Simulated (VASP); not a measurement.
# MgZn3Te4 (P1) in VASP: relaxation of cell and atoms with PBE

Aim: the relaxation of cell and atoms of MgZn3Te4 with PBE.

All numbers are computed with VASP 6.6.1; they aren't measurements. Logs are shortened: lines on timing, memory, paths and dates and some standing lists are left out, and cuts for length are marked.

## 1. The cell of the first run

The typed cell holds 8 atoms: a = 4.461 Å, b = 4.542 Å, c = 12.701 Å, α = 91.24°, β = 88.16°, γ = 89.27°.

## 2. Relaxation of cell and atoms, PBE

Input file INCAR:

```
ALGO = Normal
EDIFF = 1E-7
EDIFFG = -0.025
ENCUT = 600
GGA = PE
IBRION = 2
ISIF = 3
ISMEAR = 0
LASPH = T
LCHARG = F
LREAL = F
LWAVE = F
NELM = 60
NSW = 80
PREC = Accurate
SIGMA = 0.1
```

Input file KPOINTS:

```
k-points
0
Gamma
  4 4 1
```

Input file POSCAR:

```
MgZn3Te4
1.0
    4.4603582845      0.0291147989      0.0720149926
    0.0291147989      4.5418204465     -0.0488117107
    0.2045410916     -0.1386378064     12.6987913404
Mg Zn Te
1 3 4
Direct
    0.5517253523      0.5210641708      0.0064238163
    0.0230542359     -0.0299553568      0.7485202639
    0.4997981163      0.5305147887      0.4991880279
   -0.0171241064      0.0214123751      0.2357911591
    0.4343609138      0.0568726276      0.3784049790
    0.0248778483      0.4626927594      0.1405112642
    0.4362125299     -0.0340267465      0.8762173122
    0.0470951098      0.4714253817      0.6149431774
```

Potentials or basis: VASP PAW PBE potentials, release 64 (Mg, Zn, Te).

On the command line:

```
$ cat potpaw_PBE.64/Mg/POTCAR potpaw_PBE.64/Zn/POTCAR potpaw_PBE.64/Te/POTCAR > POTCAR
$ mpirun -np 1 vasp_std > vasp.out
```

OUTCAR:

```text
EDIFF = 1E-7
   EDIFFG = -0.025
   ENCUT = 600
   GGA = PE
   IBRION = 2
   ISIF = 3
   ISMEAR = 0
   LASPH = T
   LREAL = F
   NELM = 60
   NSW = 80
   PREC = Accurate

 ion  position               nearest neighbor table
   1  0.552  0.521  0.006-   7 2.69   6 2.77   6 2.88   7 3.04
   2  0.023  0.970  0.749-   7 2.49   8 2.80   8 2.87   7 3.04
   3  0.500  0.531  0.499-   8 2.48   5 2.64   5 2.89   8 2.90
   4  0.983  0.021  0.236-   6 2.37   5 2.76   6 2.79   5 3.00
   5  0.434  0.057  0.378-   3 2.64   4 2.76   3 2.89   4 3.00
   6  0.025  0.463  0.141-   4 2.37   1 2.77   4 2.79   1 2.88
   7  0.436  0.966  0.876-   2 2.49   1 2.69   2 3.04   1 3.04
   8  0.047  0.471  0.615-   3 2.48   2 2.80   2 2.87   3 2.90

  LATTYP: Found a triclinic cell.
 ALAT       =    13.3257495794
 B/A-ratio  =     0.3347680062
 C/A-ratio  =     0.3408570766
 COS(alpha) =     0.0127613849
 COS(beta)  =     0.0248173820
 COS(gamma) =     0.3041053176

  Lattice vectors:

 A1 = (  -4.2558171929,  -0.1677526053,  12.6267763478)
 A2 = (  -4.4603582845,  -0.0291147989,  -0.0720149926)
 A3 = (  -0.0291147989,  -4.5418204465,   0.0488117107)

Analysis of symmetry for initial positions (statically):
=====================================================================
 Subroutine PRICEL returns:
 Original cell was already a primitive cell.

 Routine SETGRP: Setting up the symmetry group for a
 triclinic supercell.

 Subroutine GETGRP returns: Found  1 space group operations
 (whereof  1 operations were pure point group operations)
 out of a pool of  2 trial point group operations.

The static configuration has the point symmetry C_1 .

Analysis of symmetry for dynamics (positions and initial velocities):
=====================================================================
 Subroutine PRICEL returns:
 Original cell was already a primitive cell.

 Routine SETGRP: Setting up the symmetry group for a
 triclinic supercell.

 Subroutine GETGRP returns: Found  1 space group operations
 (whereof  1 operations were pure point group operations)
 out of a pool of  2 trial point group operations.

The dynamic configuration has the point symmetry C_1 .

 Subroutine INISYM returns: Found  1 space group operations
 (whereof  1 operations are pure point group operations),
 and found     1 'primitive' translations

----------------------------------------------------------------------------------------

                                     Primitive cell
[... 91 lines left out ...]
   NSW    =     80    number of steps for IOM
   IBRION =      2    ionic relax: 0-MD 1-quasi-New 2-CG
   NFREE  =      1    steps in history (QN), initial steepest desc. (CG)
   ISIF   =      3    stress and relaxation
   ISYM   =      2    0-nonsym 1-usesym 2-fastsym
   POTIM  = 0.5000    time-step for ionic-motion
   TEBEG  =    0.0;   TEEND  =   0.0 temperature during run
   PSTRESS=    0.0 pullay stress
   NELECT =      62.0000    total number of electrons
   NUPDOWN=      -1.0000    fix difference up-down
   EMIN   =  10.00;   EMAX   =-10.00  energy-range for DOS
   EFERMI =   0.00;   METHOD = LEGACY
   ISMEAR =     0;   SIGMA  =   0.10  broadening in eV -4-tet -1-fermi 0-gaus
   EFERMI_NEDOS =   21; number of points for ismear=-14 and -15
   IALGO  =     38    algorithm
   IMIX   =      4    mixing-type and parameters
     AMIX     =   0.40;   BMIX     =  1.00
     AMIX_MAG =   1.60;   BMIX_MAG =  1.00
  volume/ion in A,a.u.               =      32.14       216.91
  Fermi-wavevector in a.u.,A,eV,Ry     =   1.018933  1.925505 14.125908  1.038225
  Thomas-Fermi vector in A             =   2.152419
   LORBIT       =      0    0 simple, 1 ext, 2 COOP (PROOUT), +10 PAW based schemes
   GGA     = PE    functional components
   LHFCALC =     F    Hartree Fock is set to
   AEXX    =    0.0000 exact exchange contribution
   IVDW    =     0    specifies the selected vdW correction
   LEPSILON=     F    determine dielectric tensor
   LRPA    =     F    only Hartree local field effects (RPA)
 conjugate gradient relaxation of ions
 non-spin polarized calculation
 Gauss-broadening in eV      SIGMA  =   0.10
  energy-cutoff  :      600.00
  volume of cell :      257.15
 maximum number of plane-waves:      8622
   NGX = 17   NGY = 19   NGZ = 51

--------------------------------------- Ionic step        1  -------------------------------------------

 number of electron      62.0000005 magnetization

 Free energy of the ion-electron system (eV)
  ---------------------------------------------------
  ext. energy  EPLUGINS =         0.00000000
  ---------------------------------------------------
  free energy    TOTEN  =       -20.41225426 eV

  energy without entropy =      -20.41225341  energy(sigma->0) =      -20.41225383

------------------------ aborting loop because EDIFF is reached ----------------------------------------

  FORCE on cell =-STRESS in cart. coord.  units (eV):
  Direction    XX          YY          ZZ          XY          YZ          ZX
  --------------------------------------------------------------------------------------
  -------------------------------------------------------------------------------------
  Total       -0.4238536     -0.2800223      0.2929098      0.1957863     -2.0056471     -0.3442178
  in kB       -2.6408724     -1.7447136      1.8250109      1.2198710    -12.4964343     -2.1446916
  external PRESSURE =      -0.8535250 kB  Pullay stress =       0.0000000 kB
[... 107 lines left out ...]
  FREE ENERGIE OF THE ION-ELECTRON SYSTEM (eV)
  ---------------------------------------------------
  free  energy   TOTEN  =       -21.2973216999 eV

  energy  without entropy=      -21.2973216975  energy(sigma->0) =      -21.29732170

[... ionic steps 4 to 21 ...]

--------------------------------------- Ionic step       22  -------------------------------------------

 number of electron      62.0000009 magnetization

------------------------ aborting loop because EDIFF is reached ----------------------------------------
[... 79 lines left out ...]
--------------------------------------- Ionic step       24  -------------------------------------------

 number of electron      62.0000009 magnetization

 Free energy of the ion-electron system (eV)
  ---------------------------------------------------
  ext. energy  EPLUGINS =         0.00000000
  ---------------------------------------------------
  free energy    TOTEN  =       -21.78965851 eV

  energy without entropy =      -21.78965851  energy(sigma->0) =      -21.78965851

 E-fermi :   2.9793     XC(G=0):  -8.4869

 val. band max:        2.5498150833   @ k =   0.0000   0.0000   0.0000
 cond. band min:       3.8060601880   @ k =   0.0000   0.0000   0.0000
 fundamental gap:      1.2562451048
 Fermi energy:         2.9793218436

 k-point     1 :       0.0000    0.0000    0.0000
  band No.  band energies     occupation
      1      -8.6779      2.00000
      2      -8.2420      2.00000
      3      -8.0651      2.00000
      4      -7.6174      2.00000
      5      -4.0601      2.00000
      6      -4.0600      2.00000
[... 424 lines left out ...]
  FREE ENERGIE OF THE ION-ELECTRON SYSTEM (eV)
  ---------------------------------------------------
  free  energy   TOTEN  =       -21.7896585117 eV

  energy  without entropy=      -21.7896585116  energy(sigma->0) =      -21.78965851

 reached required accuracy - stopping structural energy minimisation
```

OSZICAR:

```text
N       E                     dE             d eps       ncg     rms          rms(c)
DAV:   1     0.408916746819E+03    0.40892E+03   -0.27956E+04   740   0.177E+03
DAV:   2     0.220190654549E+02   -0.38690E+03   -0.37598E+03   784   0.368E+02
DAV:   3    -0.198438455124E+02   -0.41863E+02   -0.40930E+02   876   0.118E+02
[... 284 lines left out ...]
DAV:   3    -0.217896833924E+02    0.67812E-04   -0.12748E-04   870   0.808E-02    0.389E-02
DAV:   4    -0.217896570957E+02    0.26297E-04   -0.38996E-05   880   0.714E-02    0.897E-03
DAV:   5    -0.217896582843E+02   -0.11887E-05   -0.21723E-05   844   0.484E-02    0.754E-03
DAV:   6    -0.217896584702E+02   -0.18583E-06   -0.19830E-06   862   0.167E-02    0.648E-03
DAV:   7    -0.217896585117E+02   -0.41494E-07   -0.12861E-07   455   0.804E-03
  24 F= -.21789659E+02 E0= -.21789659E+02  d E =-.348056E-03
```

It took 77 min on 1 thread of Intel Xeon 8259CL, shared host; peak memory 0.45 GiB.

Results:

| Quantity | Value |
| --- | --- |
| Free energy | -21.7897 eV |
| Relaxed volume | 30.78 Å³/atom |
| Relaxed cell | a = 4.442 Å, b = 4.442 Å, c = 12.481 Å, α = 89.94°, β = 89.95°, γ = 90.01° |
| Space group after relaxing (to 0.1 Å) | P-4m2 (No. 115) |
| Energy gained by relaxing | 172.2 meV/atom |
| Ionic steps | 24 |
| Pressure after relaxing | 0.0 GPa |
| Largest force after relaxing | 0.015 eV/Å |
| Band gap on the k mesh | 1.26 eV |

Forces on the atoms (eV/Å):
```
Mg  -0.005  0.002 -0.001
Zn   0.000 -0.001  0.008
Zn   0.006  0.000 -0.004
Zn   0.001 -0.001 -0.003
Te  -0.001  0.000  0.005
Te  -0.011 -0.011 -0.001
Te   0.006  0.007 -0.006
Te   0.004  0.003  0.001
```

The path:
```
step  energy change (eV)  largest force (eV/Å)  pressure (GPa)  volume (Å³)
   1              0.0000                2.7225           -0.09       257.15
   2             -0.7947                1.0359           -1.24       256.47
   3             -0.8851                0.9202           -1.30       256.20
   4             -0.8452                0.8334           -0.97       255.62
   5             -0.9007                0.8354           -1.24       255.99
   6             -1.1453                0.7475            0.07       245.55
   7             -1.1797                0.7390            0.95       240.44
   8             -1.2709                0.4188            0.09       245.22
   9             -1.2821                0.3877           -0.29       247.67
  10             -1.3124                0.2411           -0.08       246.33
  11             -1.3178                0.2414            0.08       245.47
  12             -1.3339                0.1887            0.03       245.74
  13             -1.3454                0.1899           -0.03       246.21
  14             -1.3573                0.1056            0.02       245.93
  15             -1.3626                0.1291            0.10       245.57
  16             -1.3695                0.0914           -0.14       247.11
  17             -1.3695                0.0911           -0.13       247.08
  18             -1.3742                0.0838            0.12       245.62
  19             -1.3742                0.0844            0.12       245.59
  20             -1.3759                0.0566           -0.11       246.99
  21             -1.3759                0.0555           -0.07       246.75
  22             -1.3771                0.0357            0.01       246.21
  23             -1.3771                0.0354            0.01       246.21
  24             -1.3774                0.0153            0.00       246.27
```

Final structure:
```xyz
8
Lattice="4.4424 -0.0004 0.0020 -0.0007 4.4417 0.0019 0.0061 0.0077 12.4809" Properties=species:S:1:pos:R:3 pbc="T T T"
Mg    2.2341    2.2118    0.0027
Zn    4.4398    4.4437    9.2705
Zn    2.2166    2.2246    6.2426
Zn    0.0037    0.0117    3.2137
Te    2.2238    0.0047    4.7279
Te    0.0119    2.2318    1.6979
Te    2.2196    4.4405   10.7880
Te    4.4386    2.2232    7.7559
```

Levels at points of the mesh, in eV from the valence-band top:
```csv
k point,band 27,band 28,band 29,band 30,band 31,band 32,band 33,band 34,band 35,band 36
"(0.00, 0.00, 0.00)",-0.94,-0.94,-0.02,-0.02,0.00,1.26,2.35,2.51,2.71,3.34
"(0.50, 0.00, 0.00)",-0.81,-0.79,-0.73,-0.70,-0.69,1.75,2.19,3.08,3.84,5.02
"(0.00, 0.50, 0.00)",-0.82,-0.79,-0.73,-0.70,-0.69,1.75,2.19,3.08,3.84,5.02
"(0.50, 0.50, 0.00)",-2.18,-1.82,-1.82,-1.81,-1.73,2.38,2.57,2.57,2.82,4.49
```

Caveat: the k points lie up to 0.50 Å⁻¹ apart in the final cell; spin-orbit coupling is left out, which moves the levels of the heavy elements. A k mesh can miss the band edges.
